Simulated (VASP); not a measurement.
# Nb (Fm-3m) in VASP: further runs

Aim: see how the results for Nb move with the level of theory and the settings. Levels: LDA, PBE, PBE+D4. Tasks: single point, relaxation of cell and atoms.

All numbers are computed with VASP 6.6.1; they aren't measurements. Logs are shortened: lines on timing, memory, paths and dates and some standing lists are left out, and cuts for length are marked.

## (1) The cell of the first run

Symmetry: Fm-3m, No. 225, cubic system. Conventional cell: a = 4.137 Å, b = 4.137 Å, c = 4.137 Å, α = 90.00°, β = 90.00°, γ = 90.00°. Nb (site symmetry m-3m) has 12 Nb at 2.93 Å within 3.9 Å.

This isn't the form of Nb at room conditions, which is bcc.

## (2) Single point, LDA

The input, INCAR:

```
SYSTEM = Nb
PREC = Accurate ; ENCUT = 500
EDIFF = 1E-6 ; ISMEAR = 1
SIGMA = 0.05 ; LREAL = .FALSE.
LASPH = .TRUE. ; NELM = 120
ALGO = Normal ; ISIF = 2
LWAVE = .FALSE. ; LCHARG = .FALSE.
GGA = CA ; NBANDS = 12
GGA_COMPAT = .FALSE.
```

The input, KPOINTS:

```
Automatic mesh
0
G
  11 11 11
  0 0 0
```

The input, POSCAR:

```
Nb
1.0
    0.0000000000      2.0685691939      2.0685691939
    2.0685691939      0.0000000000      2.0685691939
    2.0685691939      2.0685691939      0.0000000000
Nb
1
Direct
    0.0000000000      0.0000000000      0.0000000000
```

Potentials or basis: VASP PAW LDA potentials, release 64 (Nb_sv).

Launch:

```
$ cat potpaw_LDA.64/Nb_sv/POTCAR > POTCAR
$ mpirun -np 1 vasp_std > vasp.out
```

OUTCAR:

```text
SYSTEM = Nb
   PREC = Accurate
   ENCUT = 500
   EDIFF = 1E-6
   ISMEAR = 1
   LREAL = .FALSE.
   LASPH = .TRUE.
   NELM = 120
   ISIF = 2
   GGA = CA

 ion  position               nearest neighbor table
   1  0.000  0.000  0.000-

  LATTYP: Found a face centered cubic cell.
 ALAT       =     4.1371383878

  Lattice vectors:

 A1 = (   0.0000000000,   2.0685691939,   2.0685691939)
 A2 = (   2.0685691939,   0.0000000000,   2.0685691939)
 A3 = (   2.0685691939,   2.0685691939,   0.0000000000)

Analysis of symmetry for initial positions (statically):
=====================================================================
 Subroutine PRICEL returns:
 Original cell was already a primitive cell.

 Routine SETGRP: Setting up the symmetry group for a
 face centered cubic supercell.

 Subroutine GETGRP returns: Found 48 space group operations
 (whereof 48 operations were pure point group operations)
 out of a pool of 48 trial point group operations.

The static configuration has the point symmetry O_h .

Analysis of symmetry for dynamics (positions and initial velocities):
=====================================================================
 Subroutine PRICEL returns:
 Original cell was already a primitive cell.

 Routine SETGRP: Setting up the symmetry group for a
 face centered cubic supercell.

 Subroutine GETGRP returns: Found 48 space group operations
 (whereof 48 operations were pure point group operations)
 out of a pool of 48 trial point group operations.

The dynamic configuration has the point symmetry O_h .

 Subroutine INISYM returns: Found 48 space group operations
 (whereof 48 operations are pure point group operations),
 and found     1 'primitive' translations

----------------------------------------------------------------------------------------

                                     Primitive cell

  volume of cell :      17.7027

  direct lattice vectors                    reciprocal lattice vectors
     0.000000000  2.068569194  2.068569194    -0.241712968  0.241712968  0.241712968
     2.068569194  0.000000000  2.068569194     0.241712968 -0.241712968  0.241712968
     2.068569194  2.068569194  0.000000000     0.241712968  0.241712968 -0.241712968

  length of vectors
     2.925398609  2.925398609  2.925398609     0.418659142  0.418659142  0.418659142

  position of ions in fractional coordinates (direct lattice)
     0.000000000  0.000000000  0.000000000

  ion indices of the primitive-cell ions
   primitive index   ion index
                 1           1

----------------------------------------------------------------------------------------

 KPOINTS: Automatic mesh

Automatic generation of k-mesh.
 Grid dimensions read from file:
 generate k-points for:   11   11   11

 Generating k-lattice:

  Cartesian coordinates                     Fractional coordinates (reciprocal lattice)
    -0.021973906  0.021973906  0.021973906     0.090909091  0.000000000  0.000000000
     0.021973906 -0.021973906  0.021973906     0.000000000  0.090909091  0.000000000
     0.021973906  0.021973906 -0.021973906     0.000000000  0.000000000  0.090909091

  Length of vectors
     0.038059922  0.038059922  0.038059922

  Shift w.r.t. Gamma in fractional coordinates (k-lattice)
     0.000000000  0.000000000  0.000000000

 Subroutine IBZKPT returns following result:
 ===========================================

 Found     56 irreducible k-points:

 Following reciprocal coordinates:
            Coordinates               Weight
  0.000000  0.000000  0.000000      1.000000
  0.090909  0.000000  0.000000      8.000000
  0.181818  0.000000  0.000000      8.000000
  0.272727  0.000000  0.000000      8.000000
  0.363636  0.000000  0.000000      8.000000
  0.454545  0.000000  0.000000      8.000000
[... 16 lines left out ...]
 -0.272727  0.181818  0.000000     24.000000
 -0.181818  0.181818  0.000000     12.000000
 [... further k-points ...]
   k-points           NKPTS =     56   k-points in BZ     NKDIM =     56   number of bands    NBANDS=     12
   number of dos      NEDOS =    301   number of ions     NIONS =      1
   total plane-waves  NPLWV =  13824
   dimension x,y,z NGX =    24 NGY =   24 NGZ =   24
   dimension x,y,z NGXF=    48 NGYF=   48 NGZF=   48
   ions per type =               1
   NGX,Y,Z   is equivalent  to a cutoff of  13.64, 13.64, 13.64 a.u.
   NGXF,Y,Z  is equivalent  to a cutoff of  27.28, 27.28, 27.28 a.u.
 SYSTEM =  Nb
   PREC   = accura    normal or accurate (medium, high low for compatibility)
   ISTART =      0    job   : 0-new  1-cont  2-samecut
   ICHARG =      2    charge: 1-file 2-atom 10-const
   ISPIN  =      1    spin polarized calculation?
   LNONCOLLINEAR =      F non collinear calculations
   LSORBIT =      F    spin-orbit coupling
   LASPH  =      T    aspherical Exc in radial PAW
   ENCUT  =  500.0 eV  36.75 Ry    6.06 a.u.   5.33  5.33  5.33*2*pi/ulx,y,z
   NELM   =    120;   NELMIN=  2; NELMDL= -5     # of ELM steps
   EDIFF  = 0.1E-05   stopping-criterion for ELM
   LREAL  =      F    real-space projection
   EDIFFG = 0.1E-04   stopping-criterion for IOM
   NSW    =      0    number of steps for IOM
   IBRION =     -1    ionic relax: 0-MD 1-quasi-New 2-CG
   NFREE  =      0    steps in history (QN), initial steepest desc. (CG)
   ISIF   =      2    stress and relaxation
   ISYM   =      2    0-nonsym 1-usesym 2-fastsym
   POTIM  = 0.5000    time-step for ionic-motion
   TEBEG  =    0.0;   TEEND  =   0.0 temperature during run
   PSTRESS=    0.0 pullay stress
   NELECT =      13.0000    total number of electrons
   NUPDOWN=      -1.0000    fix difference up-down
   EMIN   =  10.00;   EMAX   =-10.00  energy-range for DOS
   EFERMI =   0.00;   METHOD = LEGACY
   ISMEAR =     1;   SIGMA  =   0.05  broadening in eV -4-tet -1-fermi 0-gaus
   EFERMI_NEDOS =   21; number of points for ismear=-14 and -15
   IALGO  =     38    algorithm
   IMIX   =      4    mixing-type and parameters
     AMIX     =   0.40;   BMIX     =  1.00
     AMIX_MAG =   1.60;   BMIX_MAG =  1.00
  volume/ion in A,a.u.               =      17.70       119.46
  Fermi-wavevector in a.u.,A,eV,Ry     =   1.476984  2.791096 29.680875  2.181483
  Thomas-Fermi vector in A             =   2.591444
   LORBIT       =      0    0 simple, 1 ext, 2 COOP (PROOUT), +10 PAW based schemes
   GGA     = CA    functional components
   LHFCALC =     F    Hartree Fock is set to
   AEXX    =    0.0000 exact exchange contribution
   IVDW    =     0    specifies the selected vdW correction
   LEPSILON=     F    determine dielectric tensor
   LRPA    =     F    only Hartree local field effects (RPA)
 non-spin polarized calculation
 Methfessel and Paxton  Order N= 1 SIGMA  =   0.05
  energy-cutoff  :      500.00
  volume of cell :       17.70
 maximum number of plane-waves:       462
 NGX is ok and might be reduce to    24
   NGX = 11   NGY = 11   NGZ = 11

 number of electron      13.0000000 magnetization

 Free energy of the ion-electron system (eV)
  ---------------------------------------------------
  ext. energy  EPLUGINS =         0.00000000
  ---------------------------------------------------
  free energy    TOTEN  =       -10.89539662 eV

  energy without entropy =      -10.89540228  energy(sigma->0) =      -10.89539851

 E-fermi :  11.5990     XC(G=0): -12.8057

 val. band max:       11.5770604816   @ k =  -0.3636   0.1818   0.0000
 cond. band min:      11.6201907981   @ k =  -0.3636   0.4545   0.1818
 fundamental gap:      0.0431303165
 Fermi energy:        11.5990051629

 k-point     1 :       0.0000    0.0000    0.0000
  band No.  band energies     occupation
      1     -42.8171      2.00000
      2     -18.2384      2.00000
      3     -18.2384      2.00000
      4     -18.2384      2.00000
      5       5.2732      2.00000
      6      11.6482     -0.04677
      7      11.6482     -0.04677
      8      11.6482     -0.04678
      9      14.4439      0.00000
     10      14.4439      0.00000
     11      23.5361      0.00000
     12      28.5058      0.00000

 k-point     2 :       0.0909    0.0000    0.0000
  band No.  band energies     occupation
      1     -42.7976      2.00000
      2     -18.3623      2.00000
      3     -18.2535      2.00000
      4     -18.2535      2.00000
      5       5.5994      2.00000
      6      11.4032      2.00000
      7      11.7952     -0.00000
      8      11.7952     -0.00000
      9      14.3131      0.00000
     10      14.3131      0.00000
     11      24.1860      0.00000
     12      27.3665      0.00000

 k-point     3 :       0.1818    0.0000    0.0000
  band No.  band energies     occupation
      1     -42.7448      2.00000
      2     -18.6865      2.00000
      3     -18.2937      2.00000
      4     -18.2937      2.00000
      5       6.4422      2.00000
      6      10.9517      2.00000
      7      12.0523     -0.00000
      8      12.0523     -0.00000
      9      14.2034      0.00000
     10      14.2034      0.00000
     11      25.0259      0.00000
     12      26.4076      0.00000

 k-point     4 :       0.2727    0.0000    0.0000
  band No.  band energies     occupation
      1     -42.6749      2.00000
      2     -19.0946      2.00000
      3     -18.3458      2.00000
      4     -18.3458      2.00000
      5       7.3069      2.00000
      6      10.9637      2.00000
      7      11.9801     -0.00000
      8      11.9801     -0.00000
      9      14.7024      0.00000
     10      14.7024      0.00000
     11      23.8001      0.00000
     12      27.4480      0.00000

 k-point     5 :       0.3636    0.0000    0.0000
  band No.  band energies     occupation
      1     -42.6096      2.00000
      2     -19.4553      2.00000
      3     -18.3931      2.00000
      4     -18.3931      2.00000
      5       7.5930      2.00000
      6      11.6735     -0.05625
      7      11.6735     -0.05625
      8      11.9410     -0.00000
      9      15.6857      0.00000
     10      15.6857      0.00000
     11      22.8800      0.00000
     12      25.9555      0.00000
[... 228 lines left out ...]
      1     -42.5346      2.00000
      2     -19.5486      2.00000
      3     -18.7184      2.00000
      4     -18.5086      2.00000
      5       8.4621      2.00000
      6      10.1971      2.00000
      7      11.9130     -0.00000
      8      12.4240     -0.00000
      9      16.4641      0.00000
     10      18.6410      0.00000
     11      22.0737      0.00000
     12      25.5978      0.00000

 k-point    22 :      -0.3636    0.1818    0.0000
  band No.  band energies     occupation
      1     -42.5476      2.00000
      2     -19.4816      2.00000
      3     -18.7495      2.00000
      4     -18.4586      2.00000
      5       8.6281      2.00000
      6      10.4003      2.00000
      7      11.5771      1.66943
      8      12.3783     -0.00000
      9      15.4182      0.00000
     10      18.5797      0.00000
     11      23.0640      0.00000
     12      25.9206      0.00000

 k-point    23 :      -0.2727    0.1818    0.0000
  band No.  band energies     occupation
      1     -42.5913      2.00000
      2     -19.2909      2.00000
      3     -18.7060      2.00000
      4     -18.3924      2.00000
      5       8.6737      2.00000
      6      10.5811      2.00000
      7      10.9080      2.00000
      8      12.5731     -0.00000
      9      14.1400      0.00000
     10      17.6497      0.00000
     11      24.6241      0.00000
     12      26.9919      0.00000

 k-point    24 :      -0.1818    0.1818    0.0000
  band No.  band energies     occupation
      1     -42.6514      2.00000
      2     -19.0544      2.00000
      3     -18.5783      2.00000
      4     -18.3308      2.00000
      5       7.9986      2.00000
      6      10.2756      2.00000
      7      11.5647      1.90953
      8      12.9841      0.00000
      9      13.0527      0.00000
     10      16.2710      0.00000
     11      25.4062      0.00000
     12      28.1023      0.00000

 [... further k-points ...]
[... 5 lines left out ...]
  --------------------------------------------------------------------------------------
  -------------------------------------------------------------------------------------
  Total       -0.0220978     -0.0220978     -0.0220978      0.0000000      0.0000000     -0.0000000
  in kB       -1.9999530     -1.9999530     -1.9999530      0.0000000      0.0000000     -0.0000000
  external PRESSURE =      -1.9999530 kB  Pullay stress =       0.0000000 kB

 VOLUME and BASIS-vectors are now :
 -----------------------------------------------------------------------------
  energy-cutoff  :      500.00
  volume of cell :       17.70
      direct lattice vectors                 reciprocal lattice vectors
     0.000000000  2.068569194  2.068569194    -0.241712968  0.241712968  0.241712968
     2.068569194  0.000000000  2.068569194     0.241712968 -0.241712968  0.241712968
     2.068569194  2.068569194  0.000000000     0.241712968  0.241712968 -0.241712968

 POSITION                                       TOTAL-FORCE (eV/Angst)
 -----------------------------------------------------------------------------------
      0.00000      0.00000      0.00000        -0.000000     -0.000000      0.000000
 -----------------------------------------------------------------------------------
    total drift:                                0.000000      0.000000     -0.000000

  FREE ENERGIE OF THE ION-ELECTRON SYSTEM (eV)
  ---------------------------------------------------
  free  energy   TOTEN  =       -10.8953966220 eV

  energy  without entropy=      -10.8954022763  energy(sigma->0) =      -10.89539851
```

It took 11 s on 1 thread of Intel Xeon Platinum 8375C at 2.90GHz (Ice Lake), shared host; peak memory 0.13 GiB.

What came out:

| Item | Value |
| --- | --- |
| Free energy | -10.8954 eV |
| Pressure | -0.2 GPa |
| Band gap on the k mesh | zero (an odd number of electrons rules out a gap without spin polarisation) |

## (3) Single point, PBE

This run uses another cell than the first one, of 18.70 Å³/atom.

The input, INCAR:

```
SYSTEM = Nb
ALGO = Normal
EDIFF = 1E-6
ENCUT = 500
GGA = PE
GGA_COMPAT = .FALSE.
ISIF = 2
ISMEAR = 1
LASPH = .TRUE.
LCHARG = .FALSE.
LREAL = .FALSE.
LWAVE = .FALSE.
NBANDS = 12
NELM = 120
PREC = Accurate
SIGMA = 0.05
```

The input, KPOINTS:

```
k-points
0
G
  11 11 11
  0 0 0
```

The input, POSCAR:

```
Nb
1.0
    0.0000000000      2.1066764541      2.1066764541
    2.1066764541      0.0000000000      2.1066764541
    2.1066764541      2.1066764541      0.0000000000
Nb
1
Direct
    0.0000000000      0.0000000000      0.0000000000
```

Potentials or basis: VASP PAW PBE potentials, release 64 (Nb_sv).

Launch:

```
$ cat potpaw_PBE.64/Nb_sv/POTCAR > POTCAR
$ mpirun -np 1 vasp_std > vasp.out
```

Run time: 11 s. Hardware: 1 thread of Intel Xeon Platinum 8375C at 2.90GHz (Ice Lake), shared host; peak memory 0.14 GiB.

The run converged. Its results:

```
Free energy            : -9.8952 eV
Pressure               : -0.3 GPa
Band gap on the k mesh : zero (an odd number of electrons rules out a gap without spin polarisation)
```

Levels at points of the mesh, in eV from the Fermi level:
```tsv
k point	band 3	band 4	band 5	band 6	band 7	band 8	band 9	band 10
(0.00, 0.00, 0.00)	-30.16	-30.16	-6.23	0.11	0.11	0.11	2.72	2.72
```

(Continued in part 2 of 2.)
